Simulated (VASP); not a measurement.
# AlN (F-43m) in VASP: further runs, part 2 of 3

VASP 6.6.1. Earlier steps stand in the parts before.

## 3. Single point, PBE

The input, INCAR:

```
SYSTEM = AlN
PREC     = Accurate       ! precision mode
ENCUT    = 600            ! plane-wave cutoff, eV
EDIFF    = 1E-6           ! SCF threshold, eV
ISMEAR   = 0              ! smearing method
SIGMA    = 0.01           ! smearing width, eV
LREAL    = .False.        ! projectors in reciprocal space
LASPH    = .True.         ! aspherical terms in the spheres
NELM     = 120            ! most SCF steps
ALGO     = Normal         ! electronic algorithm
ISIF     = 2              ! what is computed and relaxed
LWAVE    = .False.        ! write WAVECAR
LCHARG   = .False.        ! write CHGCAR
GGA      = PE             ! functional
NBANDS   = 11             ! bands
GGA_COMPAT= .False.
```

The input, KPOINTS:

```
Automatic mesh
0
Gamma
  5 5 5
  0 0 0
```

The input, POSCAR:

```
AlN
1.0
    0.0000000000      2.1839935000      2.1839935000
    2.1839935000      0.0000000000      2.1839935000
    2.1839935000      2.1839935000      0.0000000000
Al N
1 1
Direct
    0.0000000000      0.0000000000      0.0000000000
    0.2500000000      0.2500000000      0.2500000000
```

Potentials or basis: VASP PAW PBE potentials, release 64 (Al, N).

Run with:

```bash
$ cat potpaw_PBE.64/Al/POTCAR potpaw_PBE.64/N/POTCAR > POTCAR
$ mpirun -np 1 vasp_std > vasp.out
```

OUTCAR:

```text
SYSTEM = AlN
   PREC = Accurate
   ENCUT = 600
   EDIFF = 1E-6
   ISMEAR = 0
   LREAL = .False.
   LASPH = .True.
   NELM = 120
   ISIF = 2
   GGA = PE

 ion  position               nearest neighbor table
   1  0.000  0.000  0.000-   2 1.89   2 1.89   2 1.89   2 1.89
   2  0.250  0.250  0.250-   1 1.89   1 1.89   1 1.89   1 1.89

  LATTYP: Found a face centered cubic cell.
 ALAT       =     4.3679870000

  Lattice vectors:

 A1 = (   0.0000000000,   2.1839935000,   2.1839935000)
 A2 = (   2.1839935000,   0.0000000000,   2.1839935000)
 A3 = (   2.1839935000,   2.1839935000,   0.0000000000)

Analysis of symmetry for initial positions (statically):
=====================================================================
 Subroutine PRICEL returns:
 Original cell was already a primitive cell.

 Routine SETGRP: Setting up the symmetry group for a
 face centered cubic supercell.

 Subroutine GETGRP returns: Found 24 space group operations
 (whereof 24 operations were pure point group operations)
 out of a pool of 48 trial point group operations.

The static configuration has the point symmetry T_d .

Analysis of symmetry for dynamics (positions and initial velocities):
=====================================================================
 Subroutine PRICEL returns:
 Original cell was already a primitive cell.

 Routine SETGRP: Setting up the symmetry group for a
 face centered cubic supercell.

 Subroutine GETGRP returns: Found 24 space group operations
 (whereof 24 operations were pure point group operations)
 out of a pool of 48 trial point group operations.

The dynamic configuration has the point symmetry T_d .

 Subroutine INISYM returns: Found 24 space group operations
 (whereof 24 operations are pure point group operations),
 and found     1 'primitive' translations

----------------------------------------------------------------------------------------

[... 103 lines left out ...]
   LHFCALC =     F    Hartree Fock is set to
   AEXX    =    0.0000 exact exchange contribution
   IVDW    =     0    specifies the selected vdW correction
   LEPSILON=     F    determine dielectric tensor
   LRPA    =     F    only Hartree local field effects (RPA)
 non-spin polarized calculation
 Gauss-broadening in eV      SIGMA  =   0.01
  energy-cutoff  :      600.00
  volume of cell :       20.83
 maximum number of plane-waves:       725
 NGX is ok and might be reduce to    28
   NGX = 13   NGY = 13   NGZ = 13

 number of electron       7.9999999 magnetization

 Free energy of the ion-electron system (eV)
  ---------------------------------------------------
  ext. energy  EPLUGINS =         0.00000000
  ---------------------------------------------------
  free energy    TOTEN  =       -14.83426432 eV

  energy without entropy =      -14.83426432  energy(sigma->0) =      -14.83426432

 E-fermi :   6.0317     XC(G=0): -10.9319

 val. band max:        5.9778370311   @ k =   0.0000   0.0000   0.0000
 cond. band min:       9.8706559347   @ k =   0.4000   0.4000   0.0000
 fundamental gap:      3.8928189036
 Fermi energy:         6.0317177474

 k-point     1 :       0.0000    0.0000    0.0000
  band No.  band energies     occupation
      1      -9.0055      2.00000
      2       5.9778      2.00000
      3       5.9778      2.00000
      4       5.9778      2.00000
      5      10.1708      0.00000
      6      18.5313      0.00000
      7      18.5313      0.00000
      8      18.5313      0.00000
      9      23.6597      0.00000
     10      23.6597      0.00000
     11      25.0619      0.00000
[... 113 lines left out ...]
 k-point    10 :      -0.4000    0.4000    0.2000
  band No.  band energies     occupation
      1      -6.4856      2.00000
      2       1.6247      2.00000
      3       3.0485      2.00000
      4       4.0953      2.00000
      5      12.0995      0.00000
      6      16.7293      0.00000
      7      17.2375      0.00000
      8      19.4135      0.00000
      9      22.5656      0.00000
     10      25.1885      0.00000
     11      30.5749      0.00000

------------------------ aborting loop because EDIFF is reached ----------------------------------------

  FORCE on cell =-STRESS in cart. coord.  units (eV):
  Direction    XX          YY          ZZ          XY          YZ          ZX
  --------------------------------------------------------------------------------------
  -------------------------------------------------------------------------------------
  Total        0.5796383      0.5796383      0.5796383     -0.0000000     -0.0000000     -0.0000000
  in kB       44.5742050     44.5742050     44.5742050     -0.0000000     -0.0000000     -0.0000000
  external PRESSURE =      44.5742050 kB  Pullay stress =       0.0000000 kB

 VOLUME and BASIS-vectors are now :
 -----------------------------------------------------------------------------
  energy-cutoff  :      600.00
  volume of cell :       20.83
      direct lattice vectors                 reciprocal lattice vectors
     0.000000000  2.183993500  2.183993500    -0.228938410  0.228938410  0.228938410
     2.183993500  0.000000000  2.183993500     0.228938410 -0.228938410  0.228938410
     2.183993500  2.183993500  0.000000000     0.228938410  0.228938410 -0.228938410

 POSITION                                       TOTAL-FORCE (eV/Angst)
 -----------------------------------------------------------------------------------
      0.00000      0.00000      0.00000         0.000000     -0.000000     -0.000000
      1.09200      1.09200      1.09200        -0.000000      0.000000      0.000000
 -----------------------------------------------------------------------------------
    total drift:                                0.000000      0.000000      0.000000

  FREE ENERGIE OF THE ION-ELECTRON SYSTEM (eV)
  ---------------------------------------------------
  free  energy   TOTEN  =       -14.8342643195 eV

  energy  without entropy=      -14.8342643195  energy(sigma->0) =      -14.83426432
```

OSZICAR:

```text
N       E                     dE             d eps       ncg     rms          rms(c)
DAV:   1     0.135445324358E+02    0.13545E+02   -0.41694E+03   220   0.682E+02
DAV:   2    -0.161174877155E+02   -0.29662E+02   -0.28049E+02   261   0.150E+02
DAV:   3    -0.172148656031E+02   -0.10974E+01   -0.10957E+01   282   0.281E+01
DAV:   4    -0.172214733214E+02   -0.66077E-02   -0.66075E-02   250   0.221E+00
DAV:   5    -0.172215566315E+02   -0.83310E-04   -0.83310E-04   274   0.243E-01    0.862E+00
DAV:   6    -0.148449412831E+02    0.23766E+01   -0.11876E+01   274   0.181E+01    0.282E+00
DAV:   7    -0.148405815866E+02    0.43597E-02   -0.16860E-01   247   0.318E+00    0.204E+00
DAV:   8    -0.148354466698E+02    0.51349E-02   -0.26568E-02   244   0.167E+00    0.565E-01
DAV:   9    -0.148342094405E+02    0.12372E-02   -0.32380E-03   253   0.367E-01    0.232E-01
DAV:  10    -0.148342562799E+02   -0.46839E-04   -0.46048E-04   241   0.140E-01    0.193E-02
DAV:  11    -0.148342643155E+02   -0.80356E-05   -0.17965E-05   256   0.293E-02    0.150E-02
DAV:  12    -0.148342643195E+02   -0.39778E-08   -0.52966E-07   152   0.594E-03
   1 F= -.14834264E+02 E0= -.14834264E+02  d E =-.333698E-16
```

stdout:

```text
POSCAR found type information on POSCAR AlN
 POSCAR found :  2 types and       2 ions
 scaLAPACK will be used
 LDA part: xc-table for (Slater+PW92), standard interpolation
 POSCAR, INCAR and KPOINTS ok, starting setup
 FFT: planning ... GRIDC
 FFT: planning ... GRID_SOFT
 FFT: planning ... GRID
 WAVECAR not read
 entering main loop
```

Wall time 6.9 s (1 thread of Intel Xeon 8259CL, shared host); peak memory 0.15 GiB.

Results:

* Free energy: -14.8343 eV
* Pressure: 4.5 GPa
* Band gap on the k mesh: 3.89 eV (least direct gap 4.19 eV)

Caveat: the k points lie up to 0.50 Å⁻¹ apart; an odd mesh through Γ misses points on the zone boundary, where band edges can lie.

## 4. Single point, PBE

The input, INCAR:

```
ALGO = Normal
EDIFF = 1E-6
ENCUT = 600
GGA = PE
GGA_COMPAT = F
ISIF = 2
ISMEAR = 0
LASPH = T
LCHARG = F
LREAL = F
LWAVE = F
NBANDS = 11
NELM = 120
PREC = Accurate
SIGMA = 0.01
```

The input, KPOINTS:

```
k-points
0
Gamma
  5 5 5
```

POSCAR is that of step 3.

Potentials or basis: VASP PAW PBE potentials, release 64 (Al, N).

Run with:

```bash
$ cat potpaw_PBE.64/Al/POTCAR potpaw_PBE.64/N/POTCAR > POTCAR
$ mpirun -np 1 vasp_std > vasp.out
```

OUTCAR:

```text
EDIFF = 1E-6
   ENCUT = 600
   GGA = PE
   ISIF = 2
   ISMEAR = 0
   LASPH = T
   LREAL = F
   NELM = 120
   PREC = Accurate

 ion  position               nearest neighbor table
   1  0.000  0.000  0.000-   2 1.89   2 1.89   2 1.89   2 1.89
   2  0.250  0.250  0.250-   1 1.89   1 1.89   1 1.89   1 1.89

  LATTYP: Found a face centered cubic cell.
 ALAT       =     4.3679870000

  Lattice vectors:

 A1 = (   0.0000000000,   2.1839935000,   2.1839935000)
 A2 = (   2.1839935000,   0.0000000000,   2.1839935000)
 A3 = (   2.1839935000,   2.1839935000,   0.0000000000)

Analysis of symmetry for initial positions (statically):
=====================================================================
 Subroutine PRICEL returns:
 Original cell was already a primitive cell.

 Routine SETGRP: Setting up the symmetry group for a
 face centered cubic supercell.

 Subroutine GETGRP returns: Found 24 space group operations
 (whereof 24 operations were pure point group operations)
 out of a pool of 48 trial point group operations.

The static configuration has the point symmetry T_d .

Analysis of symmetry for dynamics (positions and initial velocities):
=====================================================================
 Subroutine PRICEL returns:
 Original cell was already a primitive cell.

 Routine SETGRP: Setting up the symmetry group for a
 face centered cubic supercell.

 Subroutine GETGRP returns: Found 24 space group operations
 (whereof 24 operations were pure point group operations)
 out of a pool of 48 trial point group operations.

The dynamic configuration has the point symmetry T_d .

 Subroutine INISYM returns: Found 24 space group operations
 (whereof 24 operations are pure point group operations),
 and found     1 'primitive' translations

----------------------------------------------------------------------------------------

                                     Primitive cell

  volume of cell :      20.8345

  direct lattice vectors                    reciprocal lattice vectors
     0.000000000  2.183993500  2.183993500    -0.228938410  0.228938410  0.228938410
     2.183993500  0.000000000  2.183993500     0.228938410 -0.228938410  0.228938410
     2.183993500  2.183993500  0.000000000     0.228938410  0.228938410 -0.228938410

  length of vectors
     3.088633228  3.088633228  3.088633228     0.396532958  0.396532958  0.396532958

  position of ions in fractional coordinates (direct lattice)
     0.000000000  0.000000000  0.000000000
     0.250000000  0.250000000  0.250000000

  ion indices of the primitive-cell ions
   primitive index   ion index
                 1           1
                 2           2

----------------------------------------------------------------------------------------

 KPOINTS: k-points

Automatic generation of k-mesh.
 Grid dimensions read from file:
 generate k-points for:    5    5    5

 Generating k-lattice:

  Cartesian coordinates                     Fractional coordinates (reciprocal lattice)
    -0.045787682  0.045787682  0.045787682     0.200000000  0.000000000  0.000000000
[... 23 lines left out ...]
  0.400000  0.400000  0.000000      6.000000
 -0.400000  0.400000  0.000000     12.000000
 -0.400000  0.400000  0.200000     24.000000
   k-points           NKPTS =     10   k-points in BZ     NKDIM =     10   number of bands    NBANDS=     11
   number of dos      NEDOS =    301   number of ions     NIONS =      2
   total plane-waves  NPLWV =  21952
   dimension x,y,z NGX =    28 NGY =   28 NGZ =   28
   dimension x,y,z NGXF=    56 NGYF=   56 NGZF=   56
   ions per type =               1   1
   NGX,Y,Z   is equivalent  to a cutoff of  15.07, 15.07, 15.07 a.u.
   NGXF,Y,Z  is equivalent  to a cutoff of  30.14, 30.14, 30.14 a.u.
 SYSTEM =  unknown system
   PREC   = accura    normal or accurate (medium, high low for compatibility)
   ISTART =      0    job   : 0-new  1-cont  2-samecut
   ICHARG =      2    charge: 1-file 2-atom 10-const
   ISPIN  =      1    spin polarized calculation?
   LNONCOLLINEAR =      F non collinear calculations
   LSORBIT =      F    spin-orbit coupling
   LASPH  =      T    aspherical Exc in radial PAW
   ENCUT  =  600.0 eV  44.10 Ry    6.64 a.u.   6.17  6.17  6.17*2*pi/ulx,y,z
   NELM   =    120;   NELMIN=  2; NELMDL= -5     # of ELM steps
   EDIFF  = 0.1E-05   stopping-criterion for ELM
   LREAL  =      F    real-space projection
   EDIFFG = 0.1E-04   stopping-criterion for IOM
   NSW    =      0    number of steps for IOM
   IBRION =     -1    ionic relax: 0-MD 1-quasi-New 2-CG
   NFREE  =      0    steps in history (QN), initial steepest desc. (CG)
   ISIF   =      2    stress and relaxation
   ISYM   =      2    0-nonsym 1-usesym 2-fastsym
   POTIM  = 0.5000    time-step for ionic-motion
   TEBEG  =    0.0;   TEEND  =   0.0 temperature during run
   PSTRESS=    0.0 pullay stress
   NELECT =       8.0000    total number of electrons
   NUPDOWN=      -1.0000    fix difference up-down
   EMIN   =  10.00;   EMAX   =-10.00  energy-range for DOS
   EFERMI =   0.00;   METHOD = LEGACY
   ISMEAR =     0;   SIGMA  =   0.01  broadening in eV -4-tet -1-fermi 0-gaus
   EFERMI_NEDOS =   21; number of points for ismear=-14 and -15
   IALGO  =     38    algorithm
   IMIX   =      4    mixing-type and parameters
     AMIX     =   0.40;   BMIX     =  1.00
     AMIX_MAG =   1.60;   BMIX_MAG =  1.00
  volume/ion in A,a.u.               =      10.42        70.30
  Fermi-wavevector in a.u.,A,eV,Ry     =   1.189899  2.248583 19.263945  1.415860
  Thomas-Fermi vector in A             =   2.325996
   LORBIT       =      0    0 simple, 1 ext, 2 COOP (PROOUT), +10 PAW based schemes
   GGA     = PE    functional components
   LHFCALC =     F    Hartree Fock is set to
   AEXX    =    0.0000 exact exchange contribution
   IVDW    =     0    specifies the selected vdW correction
   LEPSILON=     F    determine dielectric tensor
   LRPA    =     F    only Hartree local field effects (RPA)
 non-spin polarized calculation
 Gauss-broadening in eV      SIGMA  =   0.01
  energy-cutoff  :      600.00
  volume of cell :       20.83
 maximum number of plane-waves:       725
 NGX is ok and might be reduce to    28
   NGX = 13   NGY = 13   NGZ = 13

 number of electron       7.9999999 magnetization

 Free energy of the ion-electron system (eV)
  ---------------------------------------------------
  ext. energy  EPLUGINS =         0.00000000
  ---------------------------------------------------
  free energy    TOTEN  =       -14.83426432 eV

  energy without entropy =      -14.83426432  energy(sigma->0) =      -14.83426432

 E-fermi :   6.0317     XC(G=0): -10.9319

 val. band max:        5.9778370311   @ k =   0.0000   0.0000   0.0000
 cond. band min:       9.8706559347   @ k =   0.4000   0.4000   0.0000
 fundamental gap:      3.8928189036
 Fermi energy:         6.0317177474

 k-point     1 :       0.0000    0.0000    0.0000
  band No.  band energies     occupation
      1      -9.0055      2.00000
      2       5.9778      2.00000
      3       5.9778      2.00000
      4       5.9778      2.00000
      5      10.1708      0.00000
      6      18.5313      0.00000
      7      18.5313      0.00000
      8      18.5313      0.00000
      9      23.6597      0.00000
     10      23.6597      0.00000
     11      25.0619      0.00000
[... 113 lines left out ...]
 k-point    10 :      -0.4000    0.4000    0.2000
  band No.  band energies     occupation
      1      -6.4856      2.00000
      2       1.6247      2.00000
      3       3.0485      2.00000
      4       4.0953      2.00000
      5      12.0995      0.00000
      6      16.7293      0.00000
      7      17.2375      0.00000
      8      19.4135      0.00000
      9      22.5656      0.00000
     10      25.1885      0.00000
     11      30.5749      0.00000

------------------------ aborting loop because EDIFF is reached ----------------------------------------

  FORCE on cell =-STRESS in cart. coord.  units (eV):
  Direction    XX          YY          ZZ          XY          YZ          ZX
  --------------------------------------------------------------------------------------
  -------------------------------------------------------------------------------------
  Total        0.5796383      0.5796383      0.5796383     -0.0000000     -0.0000000     -0.0000000
  in kB       44.5742050     44.5742050     44.5742050     -0.0000000     -0.0000000     -0.0000000
  external PRESSURE =      44.5742050 kB  Pullay stress =       0.0000000 kB

 VOLUME and BASIS-vectors are now :
 -----------------------------------------------------------------------------
  energy-cutoff  :      600.00
  volume of cell :       20.83
      direct lattice vectors                 reciprocal lattice vectors
     0.000000000  2.183993500  2.183993500    -0.228938410  0.228938410  0.228938410
     2.183993500  0.000000000  2.183993500     0.228938410 -0.228938410  0.228938410
     2.183993500  2.183993500  0.000000000     0.228938410  0.228938410 -0.228938410

 POSITION                                       TOTAL-FORCE (eV/Angst)
 -----------------------------------------------------------------------------------
      0.00000      0.00000      0.00000         0.000000     -0.000000     -0.000000
      1.09200      1.09200      1.09200        -0.000000      0.000000      0.000000
 -----------------------------------------------------------------------------------
    total drift:                                0.000000      0.000000      0.000000

  FREE ENERGIE OF THE ION-ELECTRON SYSTEM (eV)
  ---------------------------------------------------
  free  energy   TOTEN  =       -14.8342643195 eV

  energy  without entropy=      -14.8342643195  energy(sigma->0) =      -14.83426432
```

OSZICAR:

```text
N       E                     dE             d eps       ncg     rms          rms(c)
DAV:   1     0.135445324358E+02    0.13545E+02   -0.41694E+03   220   0.682E+02
DAV:   2    -0.161174877155E+02   -0.29662E+02   -0.28049E+02   261   0.150E+02
DAV:   3    -0.172148656031E+02   -0.10974E+01   -0.10957E+01   282   0.281E+01
DAV:   4    -0.172214733214E+02   -0.66077E-02   -0.66075E-02   250   0.221E+00
DAV:   5    -0.172215566315E+02   -0.83310E-04   -0.83310E-04   274   0.243E-01    0.862E+00
DAV:   6    -0.148449412831E+02    0.23766E+01   -0.11876E+01   274   0.181E+01    0.282E+00
DAV:   7    -0.148405815866E+02    0.43597E-02   -0.16860E-01   247   0.318E+00    0.204E+00
DAV:   8    -0.148354466698E+02    0.51349E-02   -0.26568E-02   244   0.167E+00    0.565E-01
DAV:   9    -0.148342094405E+02    0.12372E-02   -0.32380E-03   253   0.367E-01    0.232E-01
DAV:  10    -0.148342562799E+02   -0.46839E-04   -0.46048E-04   241   0.140E-01    0.193E-02
DAV:  11    -0.148342643155E+02   -0.80356E-05   -0.17965E-05   256   0.293E-02    0.150E-02
DAV:  12    -0.148342643195E+02   -0.39778E-08   -0.52966E-07   152   0.594E-03
   1 F= -.14834264E+02 E0= -.14834264E+02  d E =-.333698E-16
```

stdout:

```text
POSCAR found type information on POSCAR AlN
 POSCAR found :  2 types and       2 ions
 scaLAPACK will be used
 LDA part: xc-table for (Slater+PW92), standard interpolation
 POSCAR, INCAR and KPOINTS ok, starting setup
 FFT: planning ... GRIDC
 FFT: planning ... GRID_SOFT
 FFT: planning ... GRID
 WAVECAR not read
 entering main loop
```

Wall time 9.2 s (1 thread of Intel Xeon 8259CL, shared host); peak memory 0.15 GiB.

What came out:

| Property | Result |
| --- | --- |
| Free energy | -14.8343 eV |
| Pressure | 4.5 GPa |
| Band gap on the k mesh | 3.89 eV (least direct gap 4.19 eV) |

Caveat: the k points lie up to 0.50 Å⁻¹ apart; an odd mesh through Γ misses points on the zone boundary, where band edges can lie.

(Part 2 of 3 ends here.)
